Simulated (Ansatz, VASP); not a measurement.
# SiC: VASP beside Ansatz

INCAR

```
SYSTEM = SiC
PREC = Accurate ; ENCUT = 520
EDIFF = 1E-7 ; ISMEAR = 0
SIGMA = 0.05 ; LREAL = .False.
LASPH = .True. ; NELM = 60
ALGO = Normal ; ISIF = 2
LWAVE = .False. ; LCHARG = .False.
GGA = PE ; NBANDS = 26
```

The input KPOINTS:

```
regular mesh
0
Gamma
  12 12 4
  0 0 0
```

POSCAR

```
SiC
1.0
    3.0940652517      0.0000000000      0.0000000000
   -1.5470326258      2.6795391090      0.0000000000
    0.0000000000      0.0000000000     10.3993000000
Si C
4 4
Direct
    0.6666666667      0.3333333333      0.9378436843
    0.3333333333      0.6666666667      0.4378436843
    0.0000000000      0.0000000000      0.6878989045
    0.0000000000      0.0000000000      0.1878989045
    0.6666666667      0.3333333333      0.7498087506
    0.3333333333      0.6666666667      0.2498087506
    0.0000000000      0.0000000000      0.5004476606
    0.0000000000      0.0000000000      0.0004476606
```

Input for Ansatz:

```yaml
crystal:
  lattice:
    - [3.0940652517, 0.0, 0.0]
    - [-1.5470326258, 2.679539109, 0.0]
    - [0.0, 0.0, 10.3993]
  atoms:
    - { symbol: Si, position: [0.6666666667, 0.3333333333, 0.9378436843] }
    - { symbol: Si, position: [0.3333333333, 0.6666666667, 0.4378436843] }
    - { symbol: Si, position: [0.0, 0.0, 0.6878989045] }
    - { symbol: Si, position: [0.0, 0.0, 0.1878989045] }
    - { symbol: C, position: [0.6666666667, 0.3333333333, 0.7498087506] }
    - { symbol: C, position: [0.3333333333, 0.6666666667, 0.2498087506] }
    - { symbol: C, position: [0.0, 0.0, 0.5004476606] }
    - { symbol: C, position: [0.0, 0.0, 0.0004476606] }
basis:
  ecutwfc: 520.0
kpoints:
  mp_grid: { grid: [12, 12, 4] }
hamiltonian:
  xc: pbe
  pseudopotentials: { kind: paw, azcp: { folder: soft_1 } }
scf:
  occupations: { method: gaussian, width: 0.05 }
output:
  forces: true
  stress: true
  eigenvalues: true
  write_density: true
  write_potential: true
  elf: true
  volumetric_format: npy
```

Alike in both runs: task single point; functional PBE; k mesh 12 × 12 × 4; occupations gaussian, width 0.05 eV; no spin polarisation.

```csv
,VASP,Ansatz
version,VASP 6.6.1,Ansatz 0.2.0
potentials or method,"VASP PAW PBE potentials, release 64 (Si, C), cutoff 520 eV","scalar-relativistic, plane waves, PAW"
valence electrons in the cell,32,32
```

Ansatz gave:

| Quantity | Value |
| --- | --- |
| gap on the k mesh at the Fermi level (eV) | 2.10 |
| least direct gap on the mesh (eV) | 3.29 |
| pressure (GPa) | -5.1 |
| traceless stress, the component that is largest in VASP (GPa) | -8.50 |
| rms of the force components (eV/Å) | 0.092 |

**Question.** Which values does VASP return?

**Answer.** gap on the k mesh at the Fermi level (eV): 2.10; least direct gap on the mesh (eV): 3.28; pressure (GPa): -5.1; traceless stress, the component that is largest in VASP (GPa): -8.53; rms of the force components (eV/Å): 0.092.

Atom by atom the forces differ by 0.000 eV/Å (rms over components).
